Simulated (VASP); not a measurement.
Si2C, 6 atoms in the cell. It takes space group P6_3/mmc (No. 194, hexagonal). Conventional cell: a = 2.752 Å, b = 2.752 Å, c = 10.702 Å, α = 90.00°, β = 90.00°, γ = 120.00°. Within 2.7 Å of Si (site symmetry 3m) lie 3 C at 2.06 Å and 1 Si at 2.62 Å. C (site symmetry -6m2) has 6 Si at 2.06 Å within 2.7 Å. 

* Program: VASP 6.6.1
* Task: single point
* Functional: PBE
* Potentials or basis: VASP PAW PBE potentials, release 64 (Si, C)
* Cutoff: 520 eV
* k mesh: 6 × 6 × 2
* Occupations: gaussian, width 0.1 eV
* Spin: no spin polarisation
* Dipole correction: no
* Further INCAR settings: ALGO = Normal; EDIFF = 1e-06; NBANDS = 21

Potentials or basis: VASP PAW PBE potentials, release 64 (Si, C).

Launch:

```console
$ cat potpaw_PBE.64/Si/POTCAR potpaw_PBE.64/C/POTCAR > POTCAR
$ mpirun -np 1 vasp_std > vasp.out
```

Hardware: 1 thread of AMD EPYC 7R43 64-Core Processor (Zen 3), on a shared host.

Question: Estimate the wall time of this run.

Answer: It took 18 s on 1 thread of AMD EPYC 7R43 64-Core Processor (Zen 3), with other jobs on the host, peak memory 0.13 GiB. Counts: scf iterations 13, k points 14.
